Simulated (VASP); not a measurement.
A run of VASP 6.6.1 is set up as follows.

The input INCAR:

```
  ALGO = Normal
  EDIFF = 1E-7
  ENCUT = 520
  GGA = PE
  ISIF = 2
  ISMEAR = -1
  LASPH = T
  LCHARG = F
  LREAL = F
  LWAVE = F
  NBANDS = 11
  NELM = 60
  PREC = Accurate
  SIGMA = 0.06122561905347299
```

The input KPOINTS:

```
k-points
0
Gamma
  35 35 35
```

POSCAR

```
Ca
1.0
   -2.1924650974      2.1924650974      2.1924650974
    2.1924650974     -2.1924650974      2.1924650974
    2.1924650974      2.1924650974     -2.1924650974
Ca
1
Direct
    0.0000000000      0.0000000000      0.0000000000
```

Potentials or basis: VASP PAW PBE potentials, release 64 (Ca_sv).

Run with:

```sh
$ cat potpaw_PBE.64/Ca_sv/POTCAR > POTCAR
$ mpirun -np 1 vasp_std > vasp.out
```

Task: What does it give for the pressure?

Result: 0.0 GPa.

Task: Predict the band gap on the k mesh.

Result: Zero (bands 5 and 6 overlap by 0.35 eV).
